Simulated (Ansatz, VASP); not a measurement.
## Si2Ni: VASP beside Ansatz

The input INCAR:

```
PREC = Accurate
ENCUT = 520
EDIFF = 1E-6
ISMEAR = 0
SIGMA = 0.15
LREAL = F
LASPH = T
NELM = 80
ALGO = Normal
ISIF = 2
LWAVE = F
LCHARG = T
GGA = PS
LELF = T
LVHAR = T
NBANDS = 16
```

File KPOINTS:

```
Automatic mesh
0
Gamma
  16 16 16
```

File POSCAR:

```
Si2Ni
1.0
    0.0000000000      2.8219986272      2.8219986272
    2.6957048548      0.1262937724      2.6957048548
    2.6957048548      2.6957048548      0.1262937724
Si Ni
2 1
Direct
    0.2500000000      0.2500000000      0.2500000000
    0.7500000000      0.7500000000      0.7500000000
    0.0000000000      0.0000000000      0.0000000000
```

Input for Ansatz:

```yaml
crystal:
  lattice:
    - [0.0, 2.8219986272, 2.8219986272]
    - [2.6957048548, 0.1262937724, 2.6957048548]
    - [2.6957048548, 2.6957048548, 0.1262937724]
  atoms:
    - { symbol: Si, position: [0.25, 0.25, 0.25] }
    - { symbol: Si, position: [0.75, 0.75, 0.75] }
    - { symbol: Ni, position: [0.0, 0.0, 0.0] }
basis:
  ecutwfc: 420
kpoints:
  mp_grid: { grid: [16, 16, 16] }
hamiltonian:
  xc: pbesol
scf:
  occupations: { method: gaussian, width: 0.15 }
output:
  forces: true
  stress: true
  eigenvalues: true
```

Change from the starting cell: strain +0.0937 x Voigt [0, 0, 0, 1, 0, 0], atoms carried along.

Alike in both runs: task single point; functional PBEsol; k mesh 16 × 16 × 16; occupations gaussian, width 0.15 eV; no spin polarisation.

```csv
,VASP,Ansatz
version,VASP 6.6.1,Ansatz 0.2.0
potentials or method,"VASP PAW PBE potentials, release 64 (Si, Ni), cutoff 520 eV","scalar-relativistic, plane waves, PAW"
valence electrons in the cell,18,26
```

```tsv
	VASP	Ansatz	Ansatz less VASP
gap on the k mesh at the Fermi level (eV)	none	none	-
pressure (GPa)	1.7	1.5	-0.13
traceless stress, the component that is largest in VASP (GPa)	-10.96	-10.94	+0.016
rms of the force components (eV/Å)	0.351	0.349	-0.0016
```

VASP's potentials were made for PBE, not for PBEsol. Atom by atom the forces differ by 0.002 eV/Å (rms over components). A gap of «none» marks a metal or a gap that the smearing closes. VASP's potentials hold 18 valence electrons a cell and Ansatz's 26, so a difference there can come from the potentials and not from the codes.
